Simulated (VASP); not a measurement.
Here is a VASP 6.6.1 calculation.

File INCAR:

```
ALGO = Normal
EDIFF = 1E-7
EDIFFG = -0.01
ENCUT = 600
GGA = PE
IBRION = 2
ISIF = 3
ISMEAR = 0
LASPH = True
LCHARG = False
LREAL = False
LWAVE = False
NELM = 80
NSW = 100
PREC = Accurate
SIGMA = 0.1
```

KPOINTS

```
k-points
0
Gamma
  18 18 4
```

POSCAR

```
AlHF2
1.0
    2.6588708961      0.0000000000      0.0000000000
   -1.3294354481      2.3026497414      0.0000000000
    0.0000000000      0.0000000000     11.4807841253
Al H F
2 2 4
Direct
    0.6666666667      0.3333333333      0.2500000000
    0.3333333333      0.6666666667      0.7500000000
    0.0000000000      0.0000000000      0.0000000000
    0.0000000000      0.0000000000      0.5000000000
    0.6666666667      0.3333333333      0.9145556420
    0.3333333333      0.6666666667      0.0854443580
    0.3333333333      0.6666666667      0.4145556420
    0.6666666667      0.3333333333      0.5854443580
```

Potentials or basis: VASP PAW PBE potentials, release 64 (Al, H, F).

Run with:

```sh
$ cat potpaw_PBE.64/Al/POTCAR potpaw_PBE.64/H/POTCAR potpaw_PBE.64/F/POTCAR > POTCAR
$ mpirun -np 1 vasp_std > vasp.out
```

(1) What does it give for the relaxed cell?

(2) What does it give for the band gap on the k mesh?

Answers

(1) a = 2.652 Å, b = 2.652 Å, c = 11.478 Å, α = 90.00°, β = 90.00°, γ = 120.00°.

(2) zero (bands 18 and 19 overlap by 0.19 eV).

Caveat: semilocal functionals underestimate gaps, and a narrow one can read as zero.
